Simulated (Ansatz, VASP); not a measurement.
One calculation of Hf5C3, two programs

```xyz
8
Lattice="-1.8109 3.0136 5.9285 1.8109 -3.0136 5.9285 1.8109 3.0136 -5.9285" Properties=species:S:1:pos:R:3 pbc="T T T"
Hf    0.0000    1.5205    4.1823
Hf    1.8109    1.4930   -1.7462
Hf    1.8109    1.4930    1.7462
Hf    0.0000    1.5205    7.6746
Hf    0.0000    3.0136    0.0000
C     1.8109    0.0000    3.6288
C     0.0000    3.0136    2.2996
C     1.8109    0.0000    0.0000
```

Alike in both runs: functional PBE; k mesh 4 × 4 × 4; occupations gaussian, width 0.2 eV; no spin polarisation.

Ansatz relaxed the structure, and its values are those at the end. VASP's run is a single point on that final structure, the one shown.

```csv
,VASP,Ansatz
version,VASP 6.6.1,Ansatz 0.2.0
potentials or method,"VASP PAW PBE potentials, release 64 (Hf_pv, C), cutoff 520 eV","scalar-relativistic, plane waves, PAW"
valence electrons in the cell,62,142
```

Ansatz gave:

* gap on the k mesh at the Fermi level (eV): none
* pressure (GPa): 0.0
* rms of the force components (eV/Å): 0.025

Problem. Estimate VASP's values.

Solution. gap on the k mesh at the Fermi level (eV): none; pressure (GPa): -0.5; rms of the force components (eV/Å): 0.020.

A gap of «none» marks a metal or a gap that the smearing closes. VASP's potentials hold 62 valence electrons a cell and Ansatz's 142, so a difference there can come from the potentials and not from the codes.

The k mesh is coarse, so the values compare programs but aren't converged. Neither program's run includes spin-orbit coupling.
